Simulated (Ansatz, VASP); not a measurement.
# Sn: VASP beside Ansatz

```xyz
2
Lattice="0.0000 3.1482 3.1482 3.1482 0.0000 3.1482 3.1482 3.1482 0.0000" Properties=species:S:1:pos:R:3 pbc="T T T"
Sn    3.1482    3.1482    3.1482
Sn    4.7223    4.7223    4.7223
```

Change from the starting cell: strain -0.030 along x and y, -0.030 along z, atoms carried along.

Alike in both runs: task single point; functional r2SCAN; k mesh 12 × 12 × 12; occupations gaussian, width 0.15 eV; no spin polarisation.

```csv
,VASP,Ansatz
version,VASP 6.6.1,Ansatz 0.2.0
potentials or method,"VASP PAW PBE potentials, release 64 (Sn_d), cutoff 520 eV","scalar-relativistic, plane waves, PAW"
valence electrons in the cell,28,28
```

```tsv
	VASP	Ansatz	Ansatz less VASP
gap on the k mesh at the Fermi level (eV)	0.32	0.32	-0.002
least direct gap on the mesh (eV)	0.32	0.32	-0.002
pressure (GPa)	7.3	7.3	0.00
```

VASP's potentials were made for PBE, not for r2SCAN. The functional is the same, so the differences come from potentials, cutoffs and numerics.
